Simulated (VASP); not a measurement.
# LiF: single point with r2SCAN

The system is LiF.

```xyz
2
Lattice="0.0000 1.9949 1.9949 1.9949 0.0000 1.9949 1.9949 1.9949 0.0000" Properties=species:S:1:pos:R:3 pbc="T T T"
Li    0.0000    0.0000    0.0000
F     1.9949    1.9949    1.9949
```

```yaml
Program: VASP 6.6.1
Task: single point
Functional: r2SCAN
Potentials_or_basis: VASP PAW PBE potentials, release 64 (Li_sv, F)
Cutoff: 520 eV
k_mesh: 10 × 10 × 10
Occupations: gaussian, width 0.01 eV
Spin: no spin polarisation
```

```yaml
Band_gap_on_the_k_mesh: 10.55 eV, direct
```

Levels at points of the mesh, in eV from the valence-band top:
```
           k point  band 3  band 4  band 5  band 6  band 7  band 8
(0.00, 0.00, 0.00)    0.00    0.00    0.00   10.55   25.77   25.77
(0.50, 0.00, 0.00)   -2.58   -0.25   -0.25   11.99   18.50   20.68
(0.50, 0.50, 0.00)   -3.13   -1.05   -1.05   16.35   17.59   19.49
```

It used 61 s of CPU time on 1 thread of AMD EPYC 7R13 Processor (Zen 3), on a shared host.

Caveat: the PAW data sets were made with another functional, which shifts forces and pressure a little. r2SCAN opens gaps a little over a GGA but as a rule still falls short of measured ones.
